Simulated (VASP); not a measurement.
Set up this calculation in VASP 6.6.1, as the native input.

```yaml
Task: single point
Functional: PBE
Potentials_or_basis: VASP PAW PBE potentials, release 64 (Nb_sv)
Cutoff: 520 eV
k_mesh: 13 × 13 × 8
Occupations: fermi-dirac, width 0.08 eV
Spin: no spin polarisation
Dipole_correction: no
Further_INCAR_settings: ALGO = Normal; EDIFF = 1e-06; NBANDS = 20
```

The structure of Nb lies in POSCAR:

```
Nb
1.0
   -1.6558069315      1.6558069315      1.6558069315
    1.6558069315     -1.6558069315      1.6558069315
    3.3116138631      3.3116138631      0.0000000000
Nb
2
Direct
    0.0000000000      0.0000000000      0.0000000000
    0.5000000000      0.5000000000      0.5000000000
```

The input as run:

INCAR

```
SYSTEM = Nb
ALGO = Normal
EDIFF = 1E-6
ENCUT = 520
GGA = PE
ISIF = 2
ISMEAR = -1
LASPH = .True.
LCHARG = .True.
LELF = .True.
LREAL = .False.
LVHAR = .True.
LWAVE = .False.
NBANDS = 20
NELM = 80
PREC = Accurate
SIGMA = 0.08
```

KPOINTS

```
k-points
0
Gamma
  13 13 8
  0 0 0
```

Potentials or basis: VASP PAW PBE potentials, release 64 (Nb_sv).

Launch:

```sh
$ cat potpaw_PBE.64/Nb_sv/POTCAR > POTCAR
$ mpirun -np 1 vasp_std > vasp.out
```

It gave:

```json
{
 "Pressure": "-0.6 GPa",
 "Band gap on the k mesh": "zero (bands 13 and 14 overlap by 3.24 eV)"
}
```

It took 92 s on 1 thread of AMD EPYC 9R45 96-Core Processor (Zen 5) (shared host), peak memory 0.23 GiB.
